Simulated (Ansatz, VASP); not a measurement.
**Gd in VASP and in Ansatz**

Contents of INCAR:

```
SYSTEM = Gd
PREC = Accurate
ENCUT = 520
EDIFF = 1E-7
ISMEAR = -1
SIGMA = 0.05
LREAL = .False.
LASPH = .True.
NELM = 150
ALGO = Normal
ISIF = 2
LWAVE = .False.
LCHARG = .False.
ISPIN = 2
MAGMOM = 7
LORBIT = 11
LMAXMIX = 6
GGA = PS
NBANDS = 19
LUSENCCL = .False.
```

Contents of KPOINTS:

```
regular mesh
0
Gamma
  9 9 9
  0 0 0
```

The input POSCAR:

```
Gd
1.0
   -2.0439740000      1.9279020000      1.9662330000
    2.0303520000     -2.0603860000      2.0850940000
    2.0644940000      2.0809060000     -2.0987160000
Gd
1
Direct
    0.0101080000      0.0085530000      0.0113870000
```

Contents of input.yaml:

```yaml
crystal:
  lattice:
    - [-2.043974, 1.927902, 1.966233]
    - [2.030352, -2.060386, 2.085094]
    - [2.064494, 2.080906, -2.098716]
  atoms:
    - { symbol: Gd, position: [0.010108, 0.008553, 0.011387], spin: 7.0 }
hamiltonian:
  xc: pbesol
  pseudopotentials: { kind: paw }
magnetization:
  spin_polarized: true
kpoints:
  mp_grid: { grid: [9, 9, 9] }
scf:
  occupations: { method: fermi_dirac, width: 0.05 }
output:
  forces: true
  stress: true
  eigenvalues: true
```

Change from the starting cell: cell strained at random at fixed volume.

Alike in both runs: task single point; functional PBEsol; k mesh 9 × 9 × 9; occupations fermi-dirac, width 0.05 eV; collinear spin.

```csv
,VASP,Ansatz
version,VASP 6.6.1,Ansatz 0.2.0
potentials or method,"VASP PAW PBE potentials, release 64 (Gd)",Ansatz PAW
plane-wave cutoff (eV),520,420
valence electrons in the cell,18,18
```

|  | VASP | Ansatz | Ansatz less VASP |
| --- | --- | --- | --- |
| gap on the k mesh at the Fermi level (eV) | none | none | - |
| pressure (GPa) | -2.3 | -2.3 | +0.01 |
| traceless stress, the component that is largest in VASP (GPa) | 1.57 | 1.56 | -0.016 |
| net moment per atom (μB) | 7.62 | 7.62 | 0.000 |
| size of the moment on the site where the two differ most (μB) | 7.00 | 7.31 | +0.305 |

VASP's potentials were made for PBE, not for PBEsol. Site moments also hang on the region over which each program counts them. A gap of «none» marks a metal or a gap that the smearing closes.

Neither program's run includes spin-orbit coupling.
